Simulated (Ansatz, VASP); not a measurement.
Tl in VASP and in Ansatz

INCAR

```
PREC = Accurate
ENCUT = 520
EDIFF = 1E-7
ISMEAR = -1
SIGMA = 0.05
LREAL = F
LASPH = T
NELM = 100
ALGO = Normal
ISIF = 2
LWAVE = F
LCHARG = F
GGA = PE
NBANDS = 20
```

KPOINTS

```
regular mesh
0
Gamma
  11 11 6
```

Contents of POSCAR:

```
Tl
1.0
    3.4738667352      0.0000000000      0.0000000000
   -1.7369333676      3.0084568421      0.0000000000
    0.0000000000      0.0000000000      5.6086641510
Tl
2
Direct
    0.3333333333      0.6666666667      0.2500000000
    0.6666666667      0.3333333333      0.7500000000
```

Input for Ansatz:

```yaml
crystal:
  lattice:
    - [3.4738667352, 0.0, 0.0]
    - [-1.7369333676, 3.0084568421, 0.0]
    - [0.0, 0.0, 5.608664151]
  atoms:
    - { symbol: Tl, position: [0.3333333333, 0.6666666667, 0.25] }
    - { symbol: Tl, position: [0.6666666667, 0.3333333333, 0.75] }
kpoints:
  mp_grid: { grid: [11, 11, 6] }
scf:
  occupations: { method: fermi_dirac, width: 0.05 }
hamiltonian:
  xc: pbe
  pseudopotentials: { kind: all_electron, lapw: { basis_error: 0.00025 } }
output:
  forces: true
  stress: true
  eigenvalues: true
```

Change from the starting cell: volume scaled by 0.98.

Alike in both runs: task single point; functional PBE; k mesh 11 × 11 × 6; occupations fermi-dirac, width 0.05 eV; no spin polarisation.

```csv
,VASP,Ansatz
version,VASP 6.6.1,Ansatz 0.2.0
potentials or method,"VASP PAW PBE potentials, release 64 (Tl_d), cutoff 520 eV","all-electron LAPW, scalar-relativistic"
```

```tsv
	VASP	Ansatz	Ansatz less VASP
pressure (GPa)	2.1	2.1	+0.07
traceless stress, the component that is largest in VASP (GPa)	-0.22	-0.22	+0.009
```

Ansatz ran all-electron here, and VASP with PAW potentials.

Neither program's run includes spin-orbit coupling.
